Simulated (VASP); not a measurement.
Input of a VASP 6.6.1 run:

POSCAR

```
GaN
1.0
   -0.0213324739      2.2501095926      2.2501095926
    2.2501095926     -0.0213324739      2.2501095926
    2.2501095926      2.2501095926     -0.0213324739
Ga N
1 1
Direct
   -0.0006497434     -0.0006497434     -0.0006497434
    0.2506497434      0.2506497434      0.2506497434
```

Contents of INCAR.step1:

```
PREC = Accurate ; ENCUT = 520
ISMEAR = 0 ; SIGMA = 0.01
LREAL = F ; LASPH = T
NELM = 100 ; NBANDS = 16
GGA = PE ; ALGO = Normal
EDIFF = 1E-4 ; LWAVE = T
LCHARG = F
```

File INCAR.step2:

```
PREC = Accurate ; ENCUT = 520
EDIFF = 1E-7 ; ISMEAR = 0
SIGMA = 0.01 ; LREAL = F
LASPH = T ; NELM = 100
ALGO = Normal ; ISIF = 2
LWAVE = F ; LCHARG = T
METAGGA = R2SCAN ; LMIXTAU = T
LELF = T ; LVHAR = T
NBANDS = 16 ; ISTART = 1
```

The input KPOINTS:

```
regular mesh
0
Gamma
  10 10 10
```

Potentials or basis: VASP PAW PBE potentials, release 64 (Ga_d, N).

Run with:

```console
$ cat potpaw_PBE.64/Ga_d/POTCAR potpaw_PBE.64/N/POTCAR > POTCAR
$ cp INCAR.step1 INCAR
$ mpirun -np 1 vasp_std > vasp.out
$ cp INCAR.step2 INCAR
$ mpirun -np 1 vasp_std > vasp.out
```

Q: Predict the pressure.

A: -1.9 GPa.

Q: Estimate the band gap on the k mesh.

A: 1.99 eV, direct.

Q: What does it give for the largest force?

A: 0.008 eV/Å.

Stress tensor (GPa, compression positive):
```
-1.93  1.49  1.49
 1.49 -1.93  1.49
 1.49  1.49 -1.93
```

Caveat: the cell differs from its parent crystal (epitaxial 111 strain +1.0%); the PAW data sets were made with another functional, which shifts forces and pressure a little.
